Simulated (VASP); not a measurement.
Here is a VASP 6.6.1 calculation.

Contents of INCAR:

```
SYSTEM = AlO2
PREC = Accurate ; ENCUT = 520
EDIFF = 1E-6 ; ISMEAR = -1
SIGMA = 0.05 ; LREAL = .FALSE.
LASPH = .TRUE. ; NELM = 60
ALGO = Normal ; ISIF = 2
LWAVE = .FALSE. ; LCHARG = .FALSE.
GGA = PE ; NBANDS = 24
```

KPOINTS

```
Automatic mesh
0
G
  9 9 7
  0 0 0
```

Contents of POSCAR:

```
AlO2
1.0
    1.4680492372     -5.3298127921      0.0000000000
    1.4680492372      5.3298127921      0.0000000000
    0.0000000000      0.0000000000      3.5973274179
Al O
2 4
Direct
    0.6681330000      0.3318670000      0.7500000000
    0.3318670000      0.6681330000      0.2500000000
    0.0610720000      0.9389280000      0.7500000000
    0.9389280000      0.0610720000      0.2500000000
    0.2941840000      0.7058160000      0.7500000000
    0.7058160000      0.2941840000      0.2500000000
```

Potentials or basis: VASP PAW PBE potentials, release 64 (Al, O).

Run with:

```sh
$ cat potpaw_PBE.64/Al/POTCAR potpaw_PBE.64/O/POTCAR > POTCAR
$ mpirun -np 1 vasp_std > vasp.out
```

Task: Estimate the pressure.

Result: 6.6 GPa.

Task: Estimate the largest force.

Result: 1.090 eV/Å.

Forces in eV/Å, atoms in the order of the input:
```
Al   0.000  0.259  0.000
Al   0.000 -0.259  0.000
O    0.000  1.090  0.000
O    0.000 -1.090  0.000
O    0.000 -0.282  0.000
O    0.000  0.282  0.000
```

Caveat: forces of over 1 eV/Å act on the atoms, so gaps and moduli don't describe the material at rest.
